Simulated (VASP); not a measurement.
Runs of VASP 6.6.1 on Li2Se. The structure is cubic, space group Fm-3m (No. 225). Conventional cell: a = 5.987 Å, b = 5.987 Å, c = 5.987 Å, α = 90.00°, β = 90.00°, γ = 90.00°. Se (site symmetry m-3m) has 8 Li at 2.59 Å within 3.4 Å. Li (site symmetry -43m) has 4 Se at 2.59 Å and 6 Li at 2.99 Å within 3.4 Å. 

```tsv
level	share of exact exchange	screening parameter	gap on the mesh (eV)	pressure (GPa)
PBE-based screened hybrid with 5 % exact exchange	0.05	0.2078 1/Å	(c)	0.1
PBE-based screened hybrid with 50 % exact exchange	0.5	0.3 1/Å	(a)	-1.1
PBE-based screened hybrid with 35 % exact exchange	0.35	0.2078 1/Å	(b)	-0.8
PBE-based screened hybrid with 20 % exact exchange	0.2	0.2078 1/Å	3.65	-0.3
HSE06	0.25	0.2079 1/Å	3.83	-0.5
```

Alike in all rows: task single point; potentials or basis VASP PAW PBE potentials, release 64 (Se, Li_sv); no spin polarisation; cell as given; k mesh 4 × 4 × 4; cutoff (eV) 650; smearing gaussian 0.01 eV.

**Question.** Fill in the values left out.

**Answer.** (a) 4.35; (b) 4.19; (c) 3.13.

Caveats: all runs use coarse meshes; the PAW data sets were made with another functional, which shifts forces and pressure a little.

A k mesh can miss the band edges, and the runs leave out spin-orbit coupling on Se.
